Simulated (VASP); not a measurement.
# Ba2IrO4 (I4/mmm) in VASP: notebook

The runs below take Ba2IrO4 through single point, with LDA.

All numbers are computed with VASP 6.6.1; they aren't measurements. Logs are shortened: lines on timing, memory, paths and dates and some standing lists are left out, and cuts for length are marked.

### Step 1. The cell of the first run

It takes space group I4/mmm (No. 139, tetragonal). Conventional cell: a = 3.894 Å, b = 3.894 Å, c = 12.973 Å, α = 90.00°, β = 90.00°, γ = 90.00°. Within 3.4 Å of Ba (site symmetry 4mm) lie 9 O at 2.60 to 2.76 Å and 4 Ir at 3.34 Å. Ir (site symmetry 4/mmm) has 6 O at 1.95 to 2.00 Å within 2.6 Å. O (site symmetry mmm) has 2 Ir at 1.95 Å within 2.6 Å. O (site symmetry 4mm) has 1 Ir at 2.00 Å and 5 Ba at 2.60 to 2.76 Å and 4 O at 2.79 Å within 2.8 Å.

### Step 2. Single point, LDA

The input, INCAR:

```
SYSTEM = Ba2IrO4
PREC = Accurate ; ENCUT = 700
EDIFF = 1E-6 ; ISMEAR = -1
SIGMA = 0.1 ; LREAL = .False.
LASPH = .True. ; NELM = 120
ALGO = Normal ; ISIF = 2
LWAVE = .False. ; LCHARG = .True.
GGA = CA ; LELF = .True.
LVHAR = .True. ; NBANDS = 40
GGA_COMPAT = .False.
```

The input, KPOINTS:

```
regular mesh
0
Gamma
  9 9 9
  0 0 0
```

The input, POSCAR:

```
Ba2IrO4
1.0
   -1.9469479636      1.9469479636      6.4865274682
    1.9469479636     -1.9469479636      6.4865274682
    1.9469479636      1.9469479636     -6.4865274682
Ba Ir O
2 1 4
Direct
    0.3549070000      0.3549070000      0.0000000000
    0.6450930000      0.6450930000      0.0000000000
    0.0000000000      0.0000000000      0.0000000000
    0.5000000000      0.0000000000      0.5000000000
    0.1542060000      0.1542060000      0.0000000000
    0.8457940000      0.8457940000      0.0000000000
    0.0000000000      0.5000000000      0.5000000000
```

Potentials or basis: VASP PAW LDA potentials, release 64 (Ba_sv, Ir_sv_GW, O).

Launch:

```console
> cat potpaw_LDA.64/Ba_sv/POTCAR potpaw_LDA.64/Ir_sv_GW/POTCAR potpaw_LDA.64/O/POTCAR > POTCAR
> mpirun -np 1 vasp_std > vasp.out
```

OUTCAR:

```text
SYSTEM = Ba2IrO4
   PREC = Accurate
   ENCUT = 700
   EDIFF = 1E-6
   ISMEAR = -1
   LREAL = .False.
   LASPH = .True.
   NELM = 120
   ISIF = 2
   GGA = CA

 ion  position               nearest neighbor table
   1  0.355  0.355  0.000-   5 2.60   4 2.71   7 2.71   4 2.71   7 2.71   6 2.76   6 2.76   6 2.76
                             6 2.76   3 3.34   3 3.34   3 3.34   3 3.34   2 3.76   2 3.87   2 3.87
   2  0.645  0.645  0.000-   6 2.60   4 2.71   7 2.71   4 2.71   7 2.71   5 2.76   5 2.76   5 2.76
                             5 2.76   3 3.34   3 3.34   3 3.34   3 3.34   1 3.76   1 3.87   1 3.87
   3  0.000  0.000  0.000-   4 1.95   7 1.95   7 1.95   4 1.95   6 2.00   5 2.00   2 3.34   1 3.34
                             2 3.34   1 3.34   2 3.34   1 3.34   2 3.34   1 3.34
   4  0.500  0.000  0.500-   3 1.95   3 1.95   2 2.71   2 2.71   1 2.71   1 2.71
   5  0.154  0.154  0.000-   3 2.00   1 2.60   2 2.76   2 2.76   2 2.76   2 2.76
   6  0.846  0.846  0.000-   3 2.00   2 2.60   1 2.76   1 2.76   1 2.76   1 2.76
   7  0.000  0.500  0.500-   3 1.95   3 1.95   2 2.71   2 2.71   1 2.71   1 2.71

  LATTYP: Found a body centered tetragonal cell.
 ALAT       =     3.8938959272
 C/A-ratio  =     3.3316388468

  Lattice vectors:

 A1 = (  -1.9469479636,   1.9469479636,   6.4865274682)
 A2 = (   1.9469479636,  -1.9469479636,   6.4865274682)
 A3 = (   1.9469479636,   1.9469479636,  -6.4865274682)

Analysis of symmetry for initial positions (statically):
=====================================================================
 Subroutine PRICEL returns:
 Original cell was already a primitive cell.

 Routine SETGRP: Setting up the symmetry group for a
 body centered tetragonal supercell.

 Subroutine GETGRP returns: Found 16 space group operations
 (whereof 16 operations were pure point group operations)
 out of a pool of 16 trial point group operations.

The static configuration has the point symmetry D_4h.

Analysis of symmetry for dynamics (positions and initial velocities):
=====================================================================
 Subroutine PRICEL returns:
 Original cell was already a primitive cell.

 Routine SETGRP: Setting up the symmetry group for a
 body centered tetragonal supercell.

 Subroutine GETGRP returns: Found 16 space group operations
 (whereof 16 operations were pure point group operations)
 out of a pool of 16 trial point group operations.

The dynamic configuration has the point symmetry D_4h.

 Subroutine INISYM returns: Found 16 space group operations
 (whereof 16 operations are pure point group operations),
 and found     1 'primitive' translations

----------------------------------------------------------------------------------------

                                     Primitive cell

  volume of cell :      98.3515

  direct lattice vectors                    reciprocal lattice vectors
    -1.946947964  1.946947964  6.486527468     0.000000000  0.256812205  0.077082846
     1.946947964 -1.946947964  6.486527468     0.256812205  0.000000000  0.077082846
     1.946947964  1.946947964 -6.486527468     0.256812205  0.256812205  0.000000000

  length of vectors
     7.046719190  7.046719190  7.046719190     0.268131076  0.268131076  0.363187304

  position of ions in fractional coordinates (direct lattice)
     0.354907000  0.354907000  0.000000000
     0.645093000  0.645093000  0.000000000
     0.000000000  0.000000000  0.000000000
     0.500000000  0.000000000  0.500000000
     0.154206000  0.154206000  0.000000000
     0.845794000  0.845794000  0.000000000
     0.000000000  0.500000000  0.500000000

  ion indices of the primitive-cell ions
   primitive index   ion index
                 1           1
                 2           2
                 3           3
                 4           4
                 5           5
                 6           6
                 7           7

----------------------------------------------------------------------------------------

 KPOINTS: regular mesh

Automatic generation of k-mesh.
 Grid dimensions read from file:
 generate k-points for:    9    9    9

 Generating k-lattice:

  Cartesian coordinates                     Fractional coordinates (reciprocal lattice)
     0.000000000  0.028534689  0.008564761     0.111111111 -0.000000000  0.000000000
     0.028534689  0.000000000  0.008564761    -0.000000000  0.111111111  0.000000000
     0.028534689  0.028534689  0.000000000     0.000000000  0.000000000  0.111111111

  Length of vectors
     0.029792342  0.029792342  0.040354145

  Shift w.r.t. Gamma in fractional coordinates (k-lattice)
     0.000000000  0.000000000  0.000000000

 Subroutine IBZKPT returns following result:
 ===========================================

 Found     75 irreducible k-points:

 Following reciprocal coordinates:
            Coordinates               Weight
  0.000000  0.000000  0.000000      1.000000
  0.111111  0.000000 -0.000000      8.000000
  0.222222 -0.000000  0.000000      8.000000
  0.333333  0.000000  0.000000      8.000000
  0.444444 -0.000000  0.000000      8.000000
  0.111111  0.111111  0.000000      8.000000
[... 16 lines left out ...]
 -0.333333  0.333333  0.000000      4.000000
  0.444444  0.444444  0.000000      8.000000
 [... further k-points ...]
   k-points           NKPTS =     75   k-points in BZ     NKDIM =     75   number of bands    NBANDS=     40
   number of dos      NEDOS =    301   number of ions     NIONS =      7
   total plane-waves  NPLWV = 262144
   dimension x,y,z NGX =    64 NGY =   64 NGZ =   64
   dimension x,y,z NGXF=   128 NGYF=  128 NGZF=  128
   ions per type =               2   1   4
   NGX,Y,Z   is equivalent  to a cutoff of  15.10, 15.10, 15.10 a.u.
   NGXF,Y,Z  is equivalent  to a cutoff of  30.20, 30.20, 30.20 a.u.
 SYSTEM =  Ba2IrO4
   PREC   = accura    normal or accurate (medium, high low for compatibility)
   ISTART =      0    job   : 0-new  1-cont  2-samecut
   ICHARG =      2    charge: 1-file 2-atom 10-const
   ISPIN  =      1    spin polarized calculation?
   LNONCOLLINEAR =      F non collinear calculations
   LSORBIT =      F    spin-orbit coupling
   LASPH  =      T    aspherical Exc in radial PAW
   ENCUT  =  700.0 eV  51.45 Ry    7.17 a.u.  15.20 15.20 15.20*2*pi/ulx,y,z
   NELM   =    120;   NELMIN=  2; NELMDL= -5     # of ELM steps
   EDIFF  = 0.1E-05   stopping-criterion for ELM
   LREAL  =      F    real-space projection
   EDIFFG = 0.1E-04   stopping-criterion for IOM
   NSW    =      0    number of steps for IOM
   IBRION =     -1    ionic relax: 0-MD 1-quasi-New 2-CG
   NFREE  =      0    steps in history (QN), initial steepest desc. (CG)
   ISIF   =      2    stress and relaxation
   ISYM   =      2    0-nonsym 1-usesym 2-fastsym
   POTIM  = 0.5000    time-step for ionic-motion
   TEBEG  =    0.0;   TEEND  =   0.0 temperature during run
   PSTRESS=    0.0 pullay stress
   NELECT =      61.0000    total number of electrons
   NUPDOWN=      -1.0000    fix difference up-down
   EMIN   =  10.00;   EMAX   =-10.00  energy-range for DOS
   EFERMI =   0.00;   METHOD = LEGACY
   ISMEAR =    -1;   SIGMA  =   0.10  broadening in eV -4-tet -1-fermi 0-gaus
   EFERMI_NEDOS =   21; number of points for ismear=-14 and -15
   IALGO  =     38    algorithm
   IMIX   =      4    mixing-type and parameters
     AMIX     =   0.40;   BMIX     =  1.00
     AMIX_MAG =   1.60;   BMIX_MAG =  1.00
  volume/ion in A,a.u.               =      14.05        94.82
  Fermi-wavevector in a.u.,A,eV,Ry     =   1.396126  2.638295 26.520019  1.949166
  Thomas-Fermi vector in A             =   2.519510
   LORBIT       =      0    0 simple, 1 ext, 2 COOP (PROOUT), +10 PAW based schemes
   GGA     = CA    functional components
   LHFCALC =     F    Hartree Fock is set to
   AEXX    =    0.0000 exact exchange contribution
   IVDW    =     0    specifies the selected vdW correction
   LEPSILON=     F    determine dielectric tensor
   LRPA    =     F    only Hartree local field effects (RPA)
 non-spin polarized calculation
  energy-cutoff  :      700.00
  volume of cell :       98.35
 maximum number of plane-waves:      4164
 NGX is ok and might be reduce to    64
   NGX = 31   NGY = 31   NGZ = 31

 number of electron      61.0000000 magnetization

 Free energy of the ion-electron system (eV)
  ---------------------------------------------------
  ext. energy  EPLUGINS =         0.00000000
  ---------------------------------------------------
  free energy    TOTEN  =       -52.25194302 eV

  energy without entropy =      -52.15362000  energy(sigma->0) =      -52.20278151

 E-fermi :   5.4356     XC(G=0): -11.7416

 val. band max:        5.4292572840   @ k =   0.4444   0.2222   0.1111
 cond. band min:       5.4369086849   @ k =   0.3333   0.2222   0.1111
 fundamental gap:      0.0076514009
 Fermi energy:         5.4355834302

 k-point     1 :       0.0000    0.0000    0.0000
  band No.  band energies     occupation
      1     -87.8970      2.00000
      2     -45.0669      2.00000
      3     -45.0669      2.00000
      4     -44.8251      2.00000
      5     -21.3611      2.00000
      6     -20.9994      2.00000
[... 32 lines left out ...]
     39      10.8780      0.00000
     40      11.2348      0.00000

 k-point     2 :       0.1111    0.0000   -0.0000
  band No.  band energies     occupation
      1     -87.8970      2.00000
      2     -45.0684      2.00000
      3     -45.0668      2.00000
      4     -44.8250      2.00000
      5     -21.3342      2.00000
      6     -20.9952      2.00000
[... 935 lines left out ...]
     39      12.1714      0.00000
     40      12.5401      0.00000

 k-point    24 :       0.4444    0.4444    0.0000
  band No.  band energies     occupation
      1     -87.8968      2.00000
      2     -45.0788      2.00000
      3     -45.0788      2.00000
      4     -44.8235      2.00000
      5     -20.9786      2.00000
      6     -20.9105      2.00000
[... 32 lines left out ...]
     39      12.7382      0.00000
     40      13.7673      0.00000

 [... further k-points ...]

------------------------ aborting loop because EDIFF is reached ----------------------------------------

  FORCE on cell =-STRESS in cart. coord.  units (eV):
  Direction    XX          YY          ZZ          XY          YZ          ZX
  --------------------------------------------------------------------------------------
  -------------------------------------------------------------------------------------
  Total        5.8374198      5.8374198      5.4957474      0.0000000      0.0000000      0.0000000
  in kB       95.0934427     95.0934427     89.5274895      0.0000000      0.0000000      0.0000000
  external PRESSURE =      93.2381250 kB  Pullay stress =       0.0000000 kB

 VOLUME and BASIS-vectors are now :
 -----------------------------------------------------------------------------
  energy-cutoff  :      700.00
  volume of cell :       98.35
      direct lattice vectors                 reciprocal lattice vectors
    -1.946947964  1.946947964  6.486527468     0.000000000  0.256812205  0.077082846
     1.946947964 -1.946947964  6.486527468     0.256812205  0.000000000  0.077082846
     1.946947964  1.946947964 -6.486527468     0.256812205  0.256812205  0.000000000

 POSITION                                       TOTAL-FORCE (eV/Angst)
 -----------------------------------------------------------------------------------
      0.00000      0.00000      4.60423        -0.000000     -0.000000     -0.375797
      0.00000      0.00000      8.36883         0.000000      0.000000      0.375797
      0.00000      0.00000      0.00000         0.000000      0.000000     -0.000000
      0.00000      1.94695      0.00000         0.000000      0.000000     -0.000000
      0.00000      0.00000      2.00052        -0.000000     -0.000000      0.476745
      0.00000      0.00000     10.97253         0.000000      0.000000     -0.476745
      1.94695      0.00000      0.00000         0.000000      0.000000     -0.000000
 -----------------------------------------------------------------------------------
    total drift:                               -0.000000      0.000000     -0.000000

  FREE ENERGIE OF THE ION-ELECTRON SYSTEM (eV)
  ---------------------------------------------------
  free  energy   TOTEN  =       -52.2519430218 eV

  energy  without entropy=      -52.1536200029  energy(sigma->0) =      -52.20278151
```

Wall time 17 min (1 thread of Intel Xeon Platinum 8375C at 2.90GHz (Ice Lake), shared host); peak memory 0.7 GiB.

What came out:

```
Free energy            : -52.2519 eV
Pressure               : 9.3 GPa
Largest force          : 0.477 eV/Å
Band gap on the k mesh : zero (an odd number of electrons rules out a gap without spin polarisation)
```

Forces in eV/Å, atoms in the order of the input:
```
Ba   0.000  0.000 -0.376
Ba   0.000  0.000  0.376
Ir   0.000  0.000  0.000
O    0.000  0.000  0.000
O    0.000  0.000  0.477
O    0.000  0.000 -0.477
O    0.000  0.000  0.000
```

Caveat: the cell stands under pressure; spin-orbit coupling is left out, which moves the levels of the heavy elements; an odd number of electrons without spin polarisation forces a metal; a magnetic or distorted state may lie lower.

### Step 3. Single point, LDA

This run uses another cell than the first one, of 15.22 Å³/atom.

The input, INCAR:

```
  PREC = Accurate
  ENCUT = 700
  EDIFF = 1E-6
  ISMEAR = -1
  SIGMA = 0.1
  LREAL = False
  LASPH = True
  NELM = 120
  ALGO = Normal
  ISIF = 2
  LWAVE = False
  LCHARG = False
  NBANDS = 40
  GGA_COMPAT = False
```

The input, KPOINTS:

```
Automatic mesh
0
Gamma
  9 9 9
```

POSCAR: that of step 2 with these lines changed.

```diff
@@ -2,5 +2,5 @@
 1.0
-   -1.9469479636      1.9469479636      6.4865274682
-    1.9469479636     -1.9469479636      6.4865274682
-    1.9469479636      1.9469479636     -6.4865274682
+   -1.9995934845      1.9995934845      6.6619233307
+    1.9995934845     -1.9995934845      6.6619233307
+    1.9995934845      1.9995934845     -6.6619233307
 Ba Ir O
```

Potentials or basis: VASP PAW LDA potentials, release 64 (Ba_sv, Ir_sv_GW, O).

Launch:

```console
> cat potpaw_LDA.64/Ba_sv/POTCAR potpaw_LDA.64/Ir_sv_GW/POTCAR potpaw_LDA.64/O/POTCAR > POTCAR
> mpirun -np 1 vasp_std > vasp.out
```

OUTCAR:

```text
PREC = Accurate
   ENCUT = 700
   EDIFF = 1E-6
   ISMEAR = -1
   LREAL = False
   LASPH = True
   NELM = 120
   ISIF = 2

 ion  position               nearest neighbor table
   1  0.355  0.355  0.000-   5 2.67   4 2.78   7 2.78   4 2.78   7 2.78   6 2.83   6 2.83   6 2.83
                             6 2.83   3 3.43   3 3.43   3 3.43   3 3.43   2 3.87   2 3.98   2 3.98
   2  0.645  0.645  0.000-   6 2.67   4 2.78   7 2.78   4 2.78   7 2.78   5 2.83   5 2.83   5 2.83
                             5 2.83   3 3.43   3 3.43   3 3.43   3 3.43   1 3.87   1 3.98   1 3.98
   3  0.000  0.000  0.000-   4 2.00   7 2.00   7 2.00   4 2.00   6 2.05   5 2.05   2 3.43   1 3.43
                             2 3.43   1 3.43   2 3.43   1 3.43   2 3.43   1 3.43
   4  0.500  0.000  0.500-   3 2.00   3 2.00   2 2.78   1 2.78   1 2.78   2 2.78
[... 1246 lines left out ...]
  external PRESSURE =     -41.1438146 kB  Pullay stress =       0.0000000 kB

 VOLUME and BASIS-vectors are now :
 -----------------------------------------------------------------------------
  energy-cutoff  :      700.00
  volume of cell :      106.55
      direct lattice vectors                 reciprocal lattice vectors
    -1.999593485  1.999593485  6.661923331     0.000000000  0.250050825  0.075053401
     1.999593485 -1.999593485  6.661923331     0.250050825  0.000000000  0.075053401
     1.999593485  1.999593485 -6.661923331     0.250050825  0.250050825  0.000000000

 POSITION                                       TOTAL-FORCE (eV/Angst)
 -----------------------------------------------------------------------------------
      0.00000      0.00000      4.72873        -0.000000     -0.000000      0.016159
      0.00000      0.00000      8.59512         0.000000      0.000000     -0.016159
      0.00000      0.00000      0.00000        -0.000000     -0.000000     -0.000000
      0.00000      1.99959      0.00000        -0.000000     -0.000000     -0.000000
      0.00000      0.00000      2.05462        -0.000000     -0.000000     -0.155729
      0.00000      0.00000     11.26923         0.000000      0.000000      0.155729
      1.99959      0.00000      0.00000        -0.000000     -0.000000     -0.000000
 -----------------------------------------------------------------------------------
    total drift:                               -0.000000     -0.000000     -0.000000

  FREE ENERGIE OF THE ION-ELECTRON SYSTEM (eV)
  ---------------------------------------------------
  free  energy   TOTEN  =       -52.3742894959 eV

  energy  without entropy=      -52.2575372213  energy(sigma->0) =      -52.31591336
```

OSZICAR:

```text
N       E                     dE             d eps       ncg     rms          rms(c)
DAV:   1     0.537852061897E+03    0.53785E+03   -0.39689E+04  6000   0.186E+03
DAV:   2    -0.313705350927E+02   -0.56922E+03   -0.55020E+03  7512   0.404E+02
DAV:   3    -0.647428570592E+02   -0.33372E+02   -0.32755E+02  7360   0.996E+01
DAV:   4    -0.662459758450E+02   -0.15031E+01   -0.14954E+01  9408   0.145E+01
DAV:   5    -0.662619635510E+02   -0.15988E-01   -0.15970E-01  7120   0.173E+00    0.536E+01
DAV:   6    -0.549749899553E+02    0.11287E+02   -0.11552E+02  6632   0.442E+01    0.492E+01
DAV:   7    -0.526866781258E+02    0.22883E+01   -0.23280E+01  6416   0.234E+01    0.290E+01
DAV:   8    -0.525482383894E+02    0.13844E+00   -0.35183E+00  7688   0.110E+01    0.110E+01
DAV:   9    -0.523933658936E+02    0.15487E+00   -0.13825E+00  7120   0.613E+00    0.246E+00
DAV:  10    -0.523748393890E+02    0.18527E-01   -0.11652E-01  7264   0.199E+00    0.882E-01
DAV:  11    -0.523747519640E+02    0.87425E-04   -0.16878E-02  7176   0.681E-01    0.488E-01
DAV:  12    -0.523743365198E+02    0.41544E-03   -0.16537E-03  7320   0.235E-01    0.160E-01
DAV:  13    -0.523742913457E+02    0.45174E-04   -0.26306E-04  7280   0.943E-02    0.267E-02
DAV:  14    -0.523742897336E+02    0.16121E-05   -0.15526E-05  7680   0.218E-02    0.170E-02
DAV:  15    -0.523742894959E+02    0.23771E-06   -0.36573E-06  6304   0.110E-02
   1 F= -.52374289E+02 E0= -.52315913E+02  d E =-.116752E+00
```

stdout:

```text
POSCAR found type information on POSCAR BaIrO
 POSCAR found :  3 types and       7 ions
 scaLAPACK will be used
 LDA part: xc-table for (Slater(with rela. corr.)+CA(PZ))
 , standard interpolation
 POSCAR, INCAR and KPOINTS ok, starting setup
 FFT: planning ... GRIDC
 FFT: planning ... GRID_SOFT
 FFT: planning ... GRID
 WAVECAR not read
 entering main loop
```

Wall time 19 min (1 thread of Intel Xeon Platinum 8375C at 2.90GHz (Ice Lake), shared host); peak memory 0.72 GiB.

Results:

```yaml
Free_energy: -52.3743 eV
Pressure: -4.1 GPa
Largest_force: 0.156 eV/Å
Band_gap_on_the_k_mesh: zero (an odd number of electrons rules out a gap without spin polarisation)
```

Forces on the atoms (eV/Å):
```
Ba   0.000  0.000  0.016
Ba   0.000  0.000 -0.016
Ir   0.000  0.000  0.000
O    0.000  0.000  0.000
O    0.000  0.000 -0.156
O    0.000  0.000  0.156
O    0.000  0.000  0.000
```

Stress tensor (GPa, compression positive):
```
-3.99  0.00  0.00
 0.00 -3.99  0.00
 0.00  0.00 -4.37
```

Caveat: the cell stands under tension; spin-orbit coupling is left out, which moves the levels of the heavy elements; an odd number of electrons without spin polarisation forces a metal; a magnetic or distorted state may lie lower.

[end of part 1 of 2]
